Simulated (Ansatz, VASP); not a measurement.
**Rb2Ag in VASP and in Ansatz**

```
Ag Rb
1.0
     0.00000    4.39451    4.39451
     4.39451    0.00000    4.39451
     4.39451    4.39451    0.00000
Ag Rb
1 2
Direct
  0.00000 0.00000 0.00000
  0.25000 0.25000 0.25000
  0.75000 0.75000 0.75000
```

Alike in both runs: task single point; functional PBE; k mesh 7 × 7 × 7; occupations fermi-dirac, width 0.05 eV; no spin polarisation.

|  | VASP | Ansatz |
| --- | --- | --- |
| version | VASP 6.6.1 | Ansatz 0.2.0 |
| potentials or method | VASP PAW PBE potentials, release 64 (Ag, Rb_sv), cutoff 520 eV | all-electron LAPW, scalar-relativistic |

```tsv
	VASP	Ansatz	Ansatz less VASP
pressure (GPa)	0.0	0.0	0.00
```

Ansatz ran all-electron here, and VASP with PAW potentials.
